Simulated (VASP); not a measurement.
**SbC: relaxation of cell and atoms with PBE**

The system is SbC.

```
Sb C
1.0
     5.07568    0.00000    0.00000
     0.00000    5.07568    0.00000
     0.00000    0.00000    5.07568
Sb C
4 4
Cartesian
  0.6801 0.6801 0.6801
  1.8577 4.3955 3.2180
  3.2180 1.8577 4.3955
  4.3955 3.2180 1.8577
  4.2864 4.2864 4.2864
  3.3271 0.7893 1.7486
  1.7486 3.3271 0.7893
  0.7893 1.7486 3.3271
```

```
Program                : VASP 6.6.1
Task                   : relaxation of cell and atoms
Functional             : PBE
Potentials or basis    : VASP PAW PBE potentials, release 64 (Sb, C)
Cutoff                 : 600 eV
k mesh                 : 4 × 4 × 4
Occupations            : gaussian, width 0.1 eV
Spin                   : no spin polarisation
Dipole correction      : no
Further INCAR settings : ALGO = Normal; EDIFF = 1e-06; IBRION = 2; EDIFFG = -0.04; NSW = 90; ISIF = 3
```

```json
{
 "Relaxed volume": "18.38 Å³/atom",
 "Relaxed cell": "a = 5.278 Å, b = 5.278 Å, c = 5.278 Å, α = 90.00°, β = 90.00°, γ = 90.00°",
 "Space group after relaxing (to 0.05 Å)": "F-43m (No. 216)",
 "Energy gained by relaxing": "812.6 meV/atom",
 "Ionic steps": "76",
 "Pressure after relaxing": "0.1 GPa",
 "Largest force after relaxing": "0.029 eV/Å",
 "Band gap on the k mesh": "zero (band 18 reaches 8.51 eV, above the bottom of band 19 at 6.53 eV)"
}
```

Forces on the atoms (eV/Å):
```
Sb  -0.017 -0.017 -0.017
Sb   0.017  0.017 -0.017
Sb  -0.017  0.017  0.017
Sb   0.017 -0.017  0.017
C    0.012  0.012  0.012
C   -0.012 -0.012  0.012
C    0.012 -0.012 -0.012
C   -0.012  0.012 -0.012
```

The path:
```
step  energy change (eV)  largest force (eV/Å)  pressure (GPa)  volume (Å³)
   1              0.0000                1.0216           -1.56       130.76
   3             -0.5623                1.1458           10.11       119.05
   5             -0.5976                1.0094           15.04       115.96
   7             -0.8095                0.6601           18.09       115.28
   9             -1.2400                0.5210           20.80       117.15
  11             -3.2482                0.7944            7.39       144.13
  13             -4.2304                0.4530           -1.07       197.40
  15             -4.2365                0.4718           -0.61       194.45
  17             -4.3342                0.5100           -0.25       194.07
  19             -4.7597                0.6233            0.42       192.36
  21             -4.2986                1.5647          -11.38       185.60
  23             -5.5005                0.1278           -2.90       185.35
  25             -5.7898                0.4063            3.40       153.85
  27             -5.8492                0.0849            1.16       155.13
  29             -5.8577                0.0837            0.18       157.29
  31             -5.8591                0.0799            0.03       157.90
  33             -5.8642                0.0978            0.45       158.25
  35             -5.8666                0.0849            0.18       158.92
  37             -5.8682                0.0623           -0.30       160.13
  39             -5.8727                0.0738           -0.30       160.09
  41             -5.8981                0.1161           -0.37       159.94
  43             -5.9908                0.2143           -1.78       159.32
  45              9.0188               18.8645           33.94       156.87
  47             -6.1478                0.3076           -5.90       158.15
  49             -6.1934                0.3825           -5.74       158.31
  51             -6.1941                0.4026           -5.66       158.34
  53             -6.1965                0.3928           -5.68       158.26
  55             -6.1995                0.3319           -5.72       157.93
  57             -6.2020                0.3520           -5.70       157.96
  59             -6.2207                0.3480           -5.50       157.45
  61             -6.2885                0.3305           -4.64       155.40
  63             -6.4336                0.2425           -0.54       147.38
  65             -6.4361                0.2291            0.06       146.39
  67             -6.4422                0.1933            0.03       146.48
  69             -6.4588                0.1874           -0.04       146.88
  71             -6.4603                0.2340           -0.06       147.03
  73             -6.4786                0.1735            0.01       147.03
  75             -6.4904                0.0775            0.03       147.05
  76             -6.5005                0.0287            0.09       147.04
```

Final structure:
```xyz
8
Lattice="5.2781 0.0000 0.0000 0.0000 5.2781 0.0000 0.0000 0.0000 5.2781" Properties=species:S:1:pos:R:3 pbc="T T T"
Sb    1.3214    1.3214    1.3214
Sb    1.3177    3.9568    3.9604
Sb    3.9604    1.3177    3.9568
Sb    3.9568    3.9604    1.3177
C     2.6379    2.6379    2.6379
C     0.0012    2.6403    5.2770
C     5.2770    0.0012    2.6403
C     2.6403    5.2770    0.0012
```

Levels at points of the mesh, in eV from the Fermi level:
| k point | band 15 | band 16 | band 17 | band 18 | band 19 | band 20 | band 21 | band 22 |
| --- | --- | --- | --- | --- | --- | --- | --- | --- |
| (0.00, 0.00, 0.00) | -2.26 | -2.26 | -2.26 | -1.19 | -1.19 | -1.19 | 0.15 | 0.15 |
| (0.50, 0.00, 0.00) | -3.95 | -3.95 | -0.11 | -0.11 | 0.46 | 0.46 | 1.96 | 1.96 |
| (0.50, 0.50, 0.00) | -3.48 | -3.48 | 0.31 | 0.31 | 0.31 | 0.31 | 2.69 | 2.69 |
| (0.50, 0.50, 0.50) | -3.41 | -3.41 | -1.55 | -1.55 | -1.55 | -1.55 | 3.03 | 3.03 |

It took 16 min on 1 thread of Intel(R) Xeon(R) 6975P-C (Granite Rapids) (shared host), peak memory 0.29 GiB.

Caveat: spin-orbit coupling is left out, which moves the levels of the heavy elements.
